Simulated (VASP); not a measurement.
Runs of VASP 6.6.1 on KBr. The structure is that of space group R-3m (No. 166), or close to it. The cells are those of the table. 

```tsv
cell	gap on the mesh (eV)	pressure (GPa)
a = 4.412 Å, angles 109.5°, 2 atoms	-	37.3
a = 4.049 Å, angles 87.0°, 2 atoms	3.88	0.1
a = 4.141 Å, angles 101.4°, 2 atoms	3.85	(b)
a = 4.325 Å, angles 67.3°, 2 atoms	4.37	2.2
a = 4.075 Å, angles 82.7°, 2 atoms	(a)	0.5
a = 4.252 Å, angles 105.7°, 2 atoms	(c)	15.3
a = 4.048 Å, angles 92.7°, 2 atoms	3.88	0.1
```

Alike in all rows: task single point; level PBE; potentials or basis VASP PAW PBE potentials, release 64 (K_sv, Br); no spin polarisation; k mesh 6 × 6 × 6; cutoff (eV) 520; smearing gaussian 0.05 eV.

Task: Estimate the missing entries.

Result: (a) 3.98; (b) 5.1; (c) 2.72.

A k mesh can miss the band edges, and the runs leave out spin-orbit coupling on Br.
